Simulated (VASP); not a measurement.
A run of VASP 6.6.1 is set up as follows.

Contents of INCAR:

```
PREC = Accurate
ENCUT = 520
EDIFF = 1E-6
ISMEAR = -1
SIGMA = 0.1
LREAL = False
LASPH = True
NELM = 60
ALGO = Normal
ISIF = 2
LWAVE = False
LCHARG = False
GGA = PS
NBANDS = 20
```

The input KPOINTS:

```
regular mesh
0
Gamma
  14 14 8
```

Contents of POSCAR:

```
Ga
1.0
    2.8835204519      0.0000000000      0.0000000000
   -1.4417602260      2.4972019636      0.0000000000
    0.0000000000      0.0000000000      4.5609075698
Ga
2
Direct
    0.3333333333      0.6666666667      0.2500000000
    0.6666666667      0.3333333333      0.7500000000
```

Potentials or basis: VASP PAW PBE potentials, release 64 (Ga_d).

The run is started by

```sh
$ cat potpaw_PBE.64/Ga_d/POTCAR > POTCAR
$ mpirun -np 1 vasp_std > vasp.out
```

Q: What does it give for the pressure?

A: 6.4 GPa.

Q: Predict the band gap on the k mesh.

A: Zero (bands 13 and 14 overlap by 8.89 eV).

Stress tensor (GPa, compression positive):
```
6.07 0.00 0.00
0.00 6.07 0.00
0.00 0.00 6.94
```

Caveat: the cell stands under pressure; the PAW data sets were made with another functional, which shifts forces and pressure a little.
